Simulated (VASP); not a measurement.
Set up this calculation in VASP 6.6.1, as the native input.

```
Task                   : single point
Functional             : r2SCAN
Dispersion             : rVV10
Potentials or basis    : VASP PAW PBE potentials, release 64 (Ti_sv, S)
Cutoff                 : 550 eV
k mesh                 : 12 × 12 × 4
Occupations            : fermi-dirac, width 0.02 eV
Spin                   : no spin polarisation
Dipole correction      : no
Further INCAR settings : ALGO = Normal; EDIFF = 1e-06; NBANDS = 19
```

TiS2:

```
Ti S
1.0
     3.41060    0.00000    0.00000
    -1.70530    2.95367    0.00000
     0.00000    0.00000    5.73872
Ti S
1 2
Direct
  0.00000 0.00000 0.00000
  0.33333 0.66667 0.24491
  0.66667 0.33333 0.75509
```

One way to write it, as run:

POSCAR

```
TiS2
1.0
    3.4106015668      0.0000000000      0.0000000000
   -1.7053007834      2.9536675990      0.0000000000
    0.0000000000      0.0000000000      5.7387203108
Ti S
1 2
Direct
    0.0000000000      0.0000000000      0.0000000000
    0.3333333333      0.6666666667      0.2449123130
    0.6666666667      0.3333333333      0.7550876870
```

INCAR.step1

```
SYSTEM = TiS2
ALGO = Normal ; EDIFF = 1E-5
ENCUT = 550 ; GGA = PE
GGA_COMPAT = .False. ; ISMEAR = -1
LASPH = .True. ; LCHARG = .False.
LREAL = .False. ; LWAVE = .True.
NBANDS = 19 ; NELM = 120
PREC = Accurate ; SIGMA = 0.02
```

INCAR.step2

```
SYSTEM = TiS2
ALGO = Normal ; BPARAM = 11.95
CPARAM = 0.0093 ; EDIFF = 1E-6
ENCUT = 550 ; GGA_COMPAT = .False.
ISIF = 2 ; ISMEAR = -1
ISTART = 1 ; IVDW_NL = 2
LASPH = .True. ; LCHARG = .True.
LELF = .True. ; LMIXTAU = .True.
LREAL = .False. ; LUSE_VDW = .True.
LVHAR = .True. ; LWAVE = .False.
METAGGA = R2SCAN ; NBANDS = 19
NELM = 120 ; PREC = Accurate
SIGMA = 0.02
```

KPOINTS

```
k-points
0
Gamma
  12 12 4
  0 0 0
```

Potentials or basis: VASP PAW PBE potentials, release 64 (Ti_sv, S).

The run is started by

```bash
$ cat potpaw_PBE.64/Ti_sv/POTCAR potpaw_PBE.64/S/POTCAR > POTCAR
$ cp INCAR.step1 INCAR
$ mpirun -np 1 vasp_std > vasp.out
$ cp INCAR.step2 INCAR
$ mpirun -np 1 vasp_std > vasp.out
```

It gave:

| Item | Value |
| --- | --- |
| Pressure | 0.2 GPa |
| Largest force | 0.019 eV/Å |
| Band gap on the k mesh | 0.15 eV, indirect (least direct gap 0.64 eV) |

Caveat: the PAW data sets were made with another functional, which shifts forces and pressure a little.

Wall time 6 min on 1 thread of Intel(R) Xeon(R) Platinum 8259CL CPU @ 2.50GHz (Skylake/Cascade Lake), with other jobs on the host, peak memory 0.39 GiB.
